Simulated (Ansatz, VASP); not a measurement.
# KI in VASP and in Ansatz

The input POSCAR:

```
KI
1.0
    0.0000000000      3.5327750000      3.5327750000
    3.5327750000      0.0000000000      3.5327750000
    3.5327750000      3.5327750000      0.0000000000
K I
1 1
Direct
    0.0000000000      0.0000000000      0.0000000000
    0.5000000000      0.5000000000      0.5000000000
```

File INCAR.step1:

```
ALGO = Normal ; EDIFF = 1E-5
ENCUT = 400 ; GGA = PE
GGA_COMPAT = False ; ISIF = 2
ISMEAR = -1 ; LASPH = True
LCHARG = False ; LREAL = False
LWAVE = True ; NBANDS = 15
NELM = 120 ; PREC = Accurate
SIGMA = 0.02
```

The input INCAR.step2:

```
ALGO = Normal ; EDIFF = 1E-8
ENCUT = 400 ; GGA = PE
GGA_COMPAT = False ; HFSCREEN = 0.2079
ISIF = 2 ; ISMEAR = -1
ISTART = 1 ; LASPH = True
LCHARG = False ; LEFG = True
LHFCALC = True ; LREAL = False
LWAVE = False ; NBANDS = 15
NELM = 120 ; PREC = Accurate
PRECFOCK = Normal ; SIGMA = 0.02
```

Contents of KPOINTS:

```
k-points
0
Gamma
  4 4 4
```

Input for Ansatz:

```yaml
crystal:
  lattice:
    - [0.0, 3.532775, 3.532775]
    - [3.532775, 0.0, 3.532775]
    - [3.532775, 3.532775, 0.0]
  atoms:
    - { symbol: K, position: [0.0, 0.0, 0.0] }
    - { symbol: I, position: [0.5, 0.5, 0.5] }
kpoints:
  mp_grid: { grid: [4, 4, 4] }
scf:
  occupations: { method: fermi_dirac, width: 0.02 }
hamiltonian:
  xc: hse06
  pseudopotentials: { kind: paw, frozen_core: stored, azcp: { folder: soft_1 } }
output:
  forces: true
  stress: true
  populations: true
  efg:
    quadrupole_moments_barn: { K: 0.0603, I: -0.68822 }
    contact_densities: true
  write_density: true
  write_potential: true
  elf: true
  volumetric_format: npy
```

Alike in both runs: task electric field gradients; functional HSE06; k mesh 4 × 4 × 4; occupations fermi-dirac, width 0.02 eV; no spin polarisation.

|  | VASP | Ansatz |
| --- | --- | --- |
| version | VASP 6.6.1 | Ansatz 0.2.0 |
| potentials or method | VASP PAW PBE potentials, release 64 (K_sv, I) | plane-wave PAW, scalar-relativistic |
| plane-wave cutoff (eV) | 400 | 420 |
| valence electrons in the cell | 16 | 26 |

```tsv
	VASP	Ansatz	Ansatz less VASP
gap on the k mesh at the Fermi level (eV)	4.95	4.97	+0.011
pressure (GPa)	0.4	0.4	-0.02
```

VASP's potentials hold 16 valence electrons a cell and Ansatz's 26, so a difference there can come from the potentials and not from the codes. Ansatz's warnings: stress exchange threshold loose, stress scf threshold loose.

Spin-orbit coupling is off throughout.
